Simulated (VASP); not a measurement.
## C: single point with r2SCAN

Crystal: C.

```xyz
2
Lattice="0.0000 1.7801 1.7801 1.7801 0.0000 1.7801 1.7801 1.7801 0.0000" Properties=species:S:1:pos:R:3 pbc="T T T"
C     1.7801    1.7801    1.7801
C     2.6702    2.6702    2.6702
```

```json
{
 "Program": "VASP 6.6.1",
 "Task": "single point",
 "Functional": "r2SCAN",
 "Potentials or basis": "VASP PAW PBE potentials, release 64 (C_h)",
 "Cutoff": "910 eV",
 "k mesh": "12 × 12 × 12",
 "Occupations": "gaussian, width 0.02 eV",
 "Spin": "no spin polarisation",
 "Dipole correction": "no",
 "Second run": "hard_potentials",
 "Further INCAR settings": "ALGO = Normal; EDIFF = 1e-06; NBANDS = 11"
}
```

```json
{
 "Pressure": "-0.8 GPa",
 "Band gap on the k mesh": "4.39 eV, indirect (least direct gap 5.89 eV)"
}
```

Levels at points of the mesh, in eV from the valence-band top:
| k point | band 2 | band 3 | band 4 | band 5 | band 6 | band 7 |
| --- | --- | --- | --- | --- | --- | --- |
| (0.00, 0.00, 0.00) | 0.00 | 0.00 | 0.00 | 5.89 | 5.89 | 5.89 |
| (0.50, 0.00, 0.00) | -14.08 | -2.98 | -2.98 | 8.94 | 8.94 | 9.23 |
| (0.50, 0.50, 0.00) | -13.60 | -6.67 | -6.67 | 5.04 | 5.04 | 18.00 |

Wall time 37 s on 1 thread of Intel(R) Xeon(R) 6975P-C (Granite Rapids), on a shared host, peak memory 0.15 GiB.

Caveat: the cutoff is under 1.25 times the usual one of these potentials, so pressure, stress and relaxed cells hold a basis-set (Pulay) error; the PAW data sets were made with another functional, which shifts forces and pressure a little. A k mesh can miss the band edges.
